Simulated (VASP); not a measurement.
# Si in VASP: notebook

Si is run at these levels: PBE+D3(BJ); tasks: single point.

Program: VASP 6.6.1. These are calculated values, not measurements. Logs are shortened: lines on timing, memory, paths and dates and some standing lists are left out, and cuts for length are marked.

## Step 1: The cell of the first run

The cell holds a slab with vacuum, 4 atoms: a = 3.847 Å, b = 3.847 Å, c = 18.445 Å, α = 90.00°, β = 90.00°, γ = 120.00°.

## Step 2: Single point, PBE+D3(BJ)

INCAR

```
PREC     = Accurate       # precision mode
ENCUT    = 520            # plane-wave cutoff, eV
EDIFF    = 1E-6           # SCF threshold, eV
ISMEAR   = 0              # smearing method
SIGMA    = 0.1            # smearing width, eV
LREAL    = False          # projectors in reciprocal space
LASPH    = True           # aspherical terms in the spheres
NELM     = 60             # most SCF steps
ALGO     = Normal         # electronic algorithm
ISIF     = 2              # what is computed and relaxed
LWAVE    = False          # write WAVECAR
LCHARG   = True           # write CHGCAR
LDIPOL   = True         
IDIPOL   = 3            
DIPOL    = 0.5 0.5 0.379
GGA      = PE             # functional
IVDW     = 12             # dispersion correction
LELF     = True           # ELF
LVHAR    = True         
LVACPOTAV= True         
NBANDS   = 16             # bands
```

KPOINTS

```
Automatic mesh
0
Gamma
  9 9 1
```

POSCAR

```
Si
1.0
    3.8472023583      0.0000000000      0.0000000000
   -1.9236011791      3.3317749758      0.0000000000
    0.0000000000      0.0000000000     18.4446971457
Si
4
Direct
    0.3333333333      0.6666666667      0.2695814701
    0.6666666667      0.3333333333      0.2439725610
    0.6666666667      0.3333333333      0.5131392004
    1.0000000000      0.0000000000      0.4875302913
```

Potentials or basis: VASP PAW PBE potentials, release 64 (Si).

The run is started by

```
cat potpaw_PBE.64/Si/POTCAR > POTCAR
mpirun -np 1 vasp_std > vasp.out
```

OUTCAR:

```text
PREC = Accurate
   ENCUT = 520
   EDIFF = 1E-6
   ISMEAR = 0
   LREAL = False
   LASPH = True
   NELM = 60
   ISIF = 2
   GGA = PE
   IVDW = 12
 IVDW          = 12

 ion  position               nearest neighbor table
   1  0.333  0.667  0.270-   2 2.27   2 2.27   2 2.27
   2  0.667  0.333  0.244-   1 2.27   1 2.27   1 2.27
   3  0.667  0.333  0.513-   4 2.27   4 2.27   4 2.27
   4  0.000  0.000  0.488-   3 2.27   3 2.27   3 2.27

  LATTYP: Found a hexagonal cell.
 ALAT       =     3.8472023583
 C/A-ratio  =     4.7943142647

  Lattice vectors:

 A1 = (   3.8472023583,   0.0000000000,   0.0000000000)
 A2 = (  -1.9236011791,   3.3317749758,   0.0000000000)
 A3 = (   0.0000000000,   0.0000000000,  18.4446971457)

Analysis of symmetry for initial positions (statically):
=====================================================================
 Subroutine PRICEL returns:
 Original cell was already a primitive cell.

 Routine SETGRP: Setting up the symmetry group for a
 hexagonal supercell.

 Subroutine GETGRP returns: Found 12 space group operations
 (whereof  6 operations were pure point group operations)
 out of a pool of 24 trial point group operations.

The static configuration has the point symmetry C_3v.
 The point group associated with its full space group is D_3d.

Analysis of symmetry for dynamics (positions and initial velocities):
=====================================================================
 Subroutine PRICEL returns:
 Original cell was already a primitive cell.

 Routine SETGRP: Setting up the symmetry group for a
 hexagonal supercell.

 Subroutine GETGRP returns: Found 12 space group operations
 (whereof  6 operations were pure point group operations)
 out of a pool of 24 trial point group operations.

The dynamic configuration has the point symmetry C_3v.
 The point group associated with its full space group is D_3d.

 Subroutine INISYM returns: Found 12 space group operations
 (whereof  6 operations are pure point group operations),
 and found     1 'primitive' translations

----------------------------------------------------------------------------------------

                                     Primitive cell

  volume of cell :     236.4244

  direct lattice vectors                    reciprocal lattice vectors
     3.847202358  0.000000000  0.000000000     0.259929140  0.150070159  0.000000000
    -1.923601179  3.331774976  0.000000000     0.000000000  0.300140318  0.000000000
     0.000000000  0.000000000 18.444697146     0.000000000  0.000000000  0.054216125

  length of vectors
[... 83 lines left out ...]
   PSTRESS=    0.0 pullay stress
   NELECT =      16.0000    total number of electrons
   NUPDOWN=      -1.0000    fix difference up-down
   EMIN   =  10.00;   EMAX   =-10.00  energy-range for DOS
   EFERMI =   0.00;   METHOD = LEGACY
   ISMEAR =     0;   SIGMA  =   0.10  broadening in eV -4-tet -1-fermi 0-gaus
   EFERMI_NEDOS =   21; number of points for ismear=-14 and -15
   IALGO  =     38    algorithm
   IMIX   =      4    mixing-type and parameters
     AMIX     =   0.40;   BMIX     =  1.00
     AMIX_MAG =   1.60;   BMIX_MAG =  1.00
  volume/ion in A,a.u.               =      59.11       398.87
  Fermi-wavevector in a.u.,A,eV,Ry     =   0.667141  1.260713  6.055636  0.445077
  Thomas-Fermi vector in A             =   1.741657
   LORBIT       =      0    0 simple, 1 ext, 2 COOP (PROOUT), +10 PAW based schemes
   GGA     = PE    functional components
   LHFCALC =     F    Hartree Fock is set to
   AEXX    =    0.0000 exact exchange contribution
   IVDW    =    12    specifies the selected vdW correction
   LEPSILON=     F    determine dielectric tensor
   LRPA    =     F    only Hartree local field effects (RPA)
 non-spin polarized calculation
 Gauss-broadening in eV      SIGMA  =   0.10
  energy-cutoff  :      520.00
  volume of cell :      236.42
 maximum number of plane-waves:      6399
 NGX is ok and might be reduce to    30
   NGX = 15   NGY = 15   NGZ = 69

 dipolmoment           0.000000      0.000000     -0.000003 electrons x Angstroem

 number of electron      16.0000002 magnetization

 dipolmoment           0.000000      0.000000      0.000000 electrons x Angstroem

 Free energy of the ion-electron system (eV)
  ---------------------------------------------------
  ext. energy  EPLUGINS =         0.00000000
  ---------------------------------------------------
  free energy    TOTEN  =       -19.15349108 eV

  energy without entropy =      -19.15063206  energy(sigma->0) =      -19.15206157

 E-fermi :  -1.0284     XC(G=0):  -4.2380

 val. band max:       -1.0289635511   @ k =   0.3333   0.3333   0.0000
 cond. band min:      -0.7983066901   @ k =   0.3333   0.3333   0.0000
 fundamental gap:      0.2306568610
 Fermi energy:        -1.0284146682

 k-point     1 :       0.0000    0.0000    0.0000
  band No.  band energies     occupation
      1     -12.1405      2.00000
      2     -12.0546      2.00000
      3      -4.5809      2.00000
      4      -3.8127      2.00000
      5      -2.1856      2.00000
      6      -2.1856      2.00000
[... 205 lines left out ...]
      3      -8.8010      2.00000
      4      -8.7775      2.00000
      5      -5.4600      2.00000
      6      -5.4600      2.00000
[... 8 lines left out ...]
     15       4.9628      0.00000
     16       5.3279      0.00000

------------------------ aborting loop because EDIFF is reached ----------------------------------------

 Edisp (eV)   -0.96034

 E8    (eV) :    -0.4074

  FORCE on cell =-STRESS in cart. coord.  units (eV):
  Direction    XX          YY          ZZ          XY          YZ          ZX
  --------------------------------------------------------------------------------------
  -------------------------------------------------------------------------------------
  Total      -0.17002    -0.17002    -0.77259    -0.00000     0.00000    -0.00000
  in kB      -1.15220    -1.15220    -5.23564    -0.00000     0.00000    -0.00000
  external pressure =       -2.51 kB  Pullay stress =        0.00 kB

 VOLUME and BASIS-vectors are now :
 -----------------------------------------------------------------------------
  energy-cutoff  :      520.00
  volume of cell :      236.42
      direct lattice vectors                 reciprocal lattice vectors
     3.847202358  0.000000000  0.000000000     0.259929140  0.150070159  0.000000000
    -1.923601179  3.331774976  0.000000000     0.000000000  0.300140318  0.000000000
     0.000000000  0.000000000 18.444697146     0.000000000  0.000000000  0.054216125

 POSITION                                       TOTAL-FORCE (eV/Angst)
 -----------------------------------------------------------------------------------
     -0.00000      2.22118      4.97235         0.000000      0.000000      0.117089
      1.92360      1.11059      4.50000         0.000000     -0.000000      0.056143
      1.92360      1.11059      9.46470        -0.000000     -0.000000     -0.056143
      0.00000      0.00000      8.99235        -0.000000      0.000000     -0.117089
 -----------------------------------------------------------------------------------
    total drift:                                0.000000     -0.000000      0.000000

  FREE ENERGIE OF THE ION-ELECTRON SYSTEM (eV)
  ---------------------------------------------------
  free  energy   TOTEN  =       -20.1138358846 eV

  energy  without entropy=      -20.1109768569  energy(sigma->0) =      -20.11240637

 vacuum level on the upper side and lower side of the slab         3.604         3.604
```

OSZICAR:

```text
N       E                     dE             d eps       ncg     rms          rms(c)
DAV:   1     0.580424616922E+02    0.58042E+02   -0.47934E+03   384   0.705E+02
DAV:   2    -0.148096328122E+02   -0.72852E+02   -0.66624E+02   536   0.119E+02
DAV:   3    -0.196291374093E+02   -0.48195E+01   -0.47666E+01   536   0.309E+01
[... 15 lines left out ...]
DAV:  19    -0.191534530264E+02   -0.59490E-04   -0.63264E-06   432   0.118E-02    0.110E-02
DAV:  20    -0.191534770540E+02   -0.24028E-04   -0.13350E-06   448   0.495E-03    0.132E-02
DAV:  21    -0.191534811464E+02   -0.40924E-05   -0.13399E-07   384   0.190E-03    0.904E-03
DAV:  22    -0.191534909227E+02   -0.97763E-05   -0.61008E-07   360   0.326E-03    0.193E-03
DAV:  23    -0.191534910836E+02   -0.16091E-06   -0.74407E-08   416   0.142E-03
   1 F= -.20113836E+02 E0= -.20112406E+02  d E =-.285903E-02
```

It took 87 s on 1 thread of Intel Xeon 6975P-C (Granite Rapids), shared host; peak memory 0.34 GiB.

Results:

* Free energy: -20.1138 eV
* Largest force: 0.117 eV/Å
* Band gap on the k mesh: zero (filled and empty bands touch)
* Dispersion energy per atom: -0.240 eV

Forces in eV/Å, atoms in the order of the input:
```
Si   0.000  0.000  0.117
Si   0.000  0.000  0.056
Si   0.000  0.000 -0.056
Si   0.000  0.000 -0.117
```

## Step 3: Single point, PBE+D3(BJ)

INCAR

```
SYSTEM = Si
  ALGO = Normal
  DIPOL = 0.5 0.5 0.397
  EDIFF = 1E-7
  ENCUT = 520
  GGA = PE
  IDIPOL = 3
  ISIF = 2
  ISMEAR = 0
  IVDW = 12
  LASPH = .TRUE.
  LCHARG = .FALSE.
  LDIPOL = .TRUE.
  LREAL = .FALSE.
  LWAVE = .FALSE.
  NBANDS = 16
  NELM = 80
  PREC = Accurate
  SIGMA = 0.1
```

KPOINTS

```
k-points
0
G
  9 9 1
  0 0 0
```

POSCAR: that of step 2 with these lines changed.

```diff
@@ -10,3 +10,3 @@
     0.6666666667      0.3333333333      0.2439725610
-    0.6666666667      0.3333333333      0.5131392004
-    1.0000000000      0.0000000000      0.4875302913
+    0.6666666667      0.3333333333      0.5500061652
+    1.0000000000      0.0000000000      0.5243972561
```

Potentials or basis: VASP PAW PBE potentials, release 64 (Si).

The run is started by

```
cat potpaw_PBE.64/Si/POTCAR > POTCAR
mpirun -np 1 vasp_std > vasp.out
```

Run time: 94 s. Hardware: 1 thread of Intel Xeon 6975P-C (Granite Rapids), shared host; peak memory 0.34 GiB.

The run converged. Its results:

| Quantity | Value |
| --- | --- |
| Free energy | -20.0197 eV |
| Largest force | 0.063 eV/Å |
| Band gap on the k mesh | zero (filled and empty bands touch) |
| Dispersion energy per atom | -0.220 eV |

Forces on the atoms (eV/Å):
```
Si   0.000  0.000  0.063
Si   0.000  0.000  0.040
Si   0.000  0.000 -0.040
Si   0.000  0.000 -0.063
```

Levels at points of the mesh, in eV from the Fermi level:
| k point | band 4 | band 5 | band 6 | band 7 | band 8 | band 9 | band 10 | band 11 | band 12 | band 13 |
| --- | --- | --- | --- | --- | --- | --- | --- | --- | --- | --- |
| (0.00, 0.00, 0.00) | -3.02 | -1.18 | -1.18 | -1.18 | -1.18 | 2.05 | 2.07 | 2.20 | 3.04 | 3.04 |

## Step 4: Single point, PBE+D3(BJ)

INCAR

```
SYSTEM = Si
PREC = Accurate
ENCUT = 520
EDIFF = 1E-6
ISMEAR = 0
SIGMA = 0.1
LREAL = .FALSE.
LASPH = .TRUE.
NELM = 80
ALGO = Normal
ISIF = 2
LWAVE = .FALSE.
LCHARG = .FALSE.
LDIPOL = .TRUE.
IDIPOL = 3
DIPOL = 0.5 0.5 0.372
GGA = PE
IVDW = 12
NBANDS = 16
```

KPOINTS

```
regular mesh
0
G
  9 9 1
  0 0 0
```

POSCAR: that of step 3 with these lines changed.

```diff
@@ -10,3 +10,3 @@
     0.6666666667      0.3333333333      0.2439725610
-    0.6666666667      0.3333333333      0.5500061652
-    1.0000000000      0.0000000000      0.5243972561
+    0.0000000000      1.0000000000      0.4995851693
+    0.3333333333      0.6666666667      0.4739762602
```

Potentials or basis: VASP PAW PBE potentials, release 64 (Si).

The run is started by

```
cat potpaw_PBE.64/Si/POTCAR > POTCAR
mpirun -np 1 vasp_std > vasp.out
```

OUTCAR:

```text
SYSTEM = Si
   PREC = Accurate
   ENCUT = 520
   EDIFF = 1E-6
   ISMEAR = 0
   LREAL = .FALSE.
   LASPH = .TRUE.
   NELM = 80
   ISIF = 2
   GGA = PE
   IVDW = 12
 IVDW          = 12

 ion  position               nearest neighbor table
   1  0.333  0.667  0.270-   2 2.27   2 2.27   2 2.27
   2  0.667  0.333  0.244-   1 2.27   1 2.27   1 2.27
   3  0.000  0.000  0.500-   4 2.27   4 2.27   4 2.27
   4  0.333  0.667  0.474-   3 2.27   3 2.27   3 2.27

  LATTYP: Found a hexagonal cell.
 ALAT       =     3.8472023583
 C/A-ratio  =     4.7943142647

  Lattice vectors:

 A1 = (   3.8472023583,   0.0000000000,   0.0000000000)
 A2 = (  -1.9236011791,   3.3317749758,   0.0000000000)
 A3 = (   0.0000000000,   0.0000000000,  18.4446971457)

Analysis of symmetry for initial positions (statically):
=====================================================================
 Subroutine PRICEL returns:
 Original cell was already a primitive cell.

 Routine SETGRP: Setting up the symmetry group for a
 hexagonal supercell.

[... 168 lines left out ...]
 fundamental gap:      0.0000020935
 Fermi energy:        -1.0246921203

 k-point     1 :       0.0000    0.0000    0.0000
  band No.  band energies     occupation
      1     -12.1904      2.00000
      2     -12.0472      2.00000
      3      -4.7610      2.00000
      4      -3.6641      2.00000
      5      -2.2239      2.00000
      6      -2.2239      2.00000
[... 205 lines left out ...]
      3      -8.8144      2.00000
      4      -8.7426      2.00000
      5      -5.4778      2.00000
      6      -5.4778      2.00000
[... 8 lines left out ...]
     15       5.0365      0.00000
     16       5.3636      0.00000

------------------------ aborting loop because EDIFF is reached ----------------------------------------

 vacuum level on the upper side and lower side of the slab       (xc-potential included)        -0.144        -0.143

 Edisp (eV)   -0.99643

 E8    (eV) :    -0.4235

  FORCE on cell =-STRESS in cart. coord.  units (eV):
  Direction    XX          YY          ZZ          XY          YZ          ZX
  --------------------------------------------------------------------------------------
  -------------------------------------------------------------------------------------
  Total      -0.04232    -0.04232    -1.30393    -0.00000     0.00000    -0.00000
  in kB      -0.28676    -0.28676    -8.83634    -0.00000     0.00000    -0.00000
  external pressure =       -3.14 kB  Pullay stress =        0.00 kB

 VOLUME and BASIS-vectors are now :
 -----------------------------------------------------------------------------
  energy-cutoff  :      520.00
  volume of cell :      236.42
      direct lattice vectors                 reciprocal lattice vectors
     3.847202358  0.000000000  0.000000000     0.259929140  0.150070159  0.000000000
    -1.923601179  3.331774976  0.000000000     0.000000000  0.300140318  0.000000000
     0.000000000  0.000000000 18.444697146     0.000000000  0.000000000  0.054216125

 POSITION                                       TOTAL-FORCE (eV/Angst)
 -----------------------------------------------------------------------------------
     -0.00000      2.22118      4.97235         0.000000     -0.000000      0.322146
      1.92360      1.11059      4.50000        -0.000000     -0.000000      0.014313
      0.00000      0.00000      9.21470         0.000000      0.000000     -0.014313
     -0.00000      2.22118      8.74235        -0.000000     -0.000000     -0.322146
 -----------------------------------------------------------------------------------
    total drift:                                0.000000     -0.000000     -0.000005

  FREE ENERGIE OF THE ION-ELECTRON SYSTEM (eV)
  ---------------------------------------------------
  free  energy   TOTEN  =       -20.2338305868 eV

  energy  without entropy=      -20.2310444632  energy(sigma->0) =      -20.23243753

 vacuum level on the upper side and lower side of the slab         3.500         3.500
```

stdout:

```text
POSCAR found type information on POSCAR Si
 POSCAR found :  1 types and       4 ions
 scaLAPACK will be used
 LDA part: xc-table for (Slater+PW92), standard interpolation
 POSCAR, INCAR and KPOINTS ok, starting setup
 FFT: planning ... GRIDC
 FFT: planning ... GRID_SOFT
 FFT: planning ... GRID
 WAVECAR not read
 entering main loop
```

It took 96 s on 1 thread of Intel Xeon 6975P-C (Granite Rapids), shared host; peak memory 0.34 GiB.

What came out:

```
Free energy                : -20.2338 eV
Largest force              : 0.322 eV/Å
Band gap on the k mesh     : zero (filled and empty bands touch)
Dispersion energy per atom : -0.249 eV
```

Forces in eV/Å, atoms in the order of the input:
```
Si   0.000  0.000  0.322
Si   0.000  0.000  0.014
Si   0.000  0.000 -0.014
Si   0.000  0.000 -0.322
```

## Step 5: Single point, PBE+D3(BJ)

INCAR

```
PREC     = Accurate       # precision mode
ENCUT    = 520            # plane-wave cutoff, eV
EDIFF    = 1E-6           # SCF threshold, eV
ISMEAR   = 0              # smearing method
SIGMA    = 0.1            # smearing width, eV
LREAL    = F              # projectors in reciprocal space
LASPH    = T              # aspherical terms in the spheres
NELM     = 100            # most SCF steps
ALGO     = Normal         # electronic algorithm
ISIF     = 2              # what is computed and relaxed
LWAVE    = F              # write WAVECAR
LCHARG   = F              # write CHGCAR
LDIPOL   = T            
IDIPOL   = 3            
DIPOL    = 0.5 0.5 0.386
GGA      = PE             # functional
IVDW     = 12             # dispersion correction
NBANDS   = 16             # bands
```

KPOINTS

```
regular mesh
0
Gamma
  9 9 1
```

POSCAR: that of step 4 with these lines changed.

```diff
@@ -10,3 +10,3 @@
     0.6666666667      0.3333333333      0.2439725610
-    0.0000000000      1.0000000000      0.4995851693
-    0.3333333333      0.6666666667      0.4739762602
+    0.0000000000      1.0000000000      0.5283197153
+    0.3333333333      0.6666666667      0.5027108062
```

The run is started by

```
cat potpaw_PBE.64/Si/POTCAR > POTCAR
mpirun -np 1 vasp_std > vasp.out
```

Run time: 89 s. Hardware: 1 thread of Intel Xeon 6975P-C (Granite Rapids), shared host; peak memory 0.34 GiB.

The run converged. Its results:

| Quantity | Value |
| --- | --- |
| Free energy | -20.0954 eV |
| Largest force | 0.157 eV/Å |
| Band gap on the k mesh | zero (filled and empty bands touch) |
| Dispersion energy per atom | -0.231 eV |

Forces on the atoms (eV/Å):
```
Si   0.000  0.000  0.157
Si   0.000  0.000  0.039
Si   0.000  0.000 -0.039
Si   0.000  0.000 -0.157
```

Levels at points of the mesh, in eV from the Fermi level:
| k point | band 4 | band 5 | band 6 | band 7 | band 8 | band 9 | band 10 | band 11 | band 12 | band 13 |
| --- | --- | --- | --- | --- | --- | --- | --- | --- | --- | --- |
| (0.00, 0.00, 0.00) | -2.90 | -1.19 | -1.19 | -1.18 | -1.18 | 2.03 | 2.09 | 2.17 | 3.05 | 3.05 |
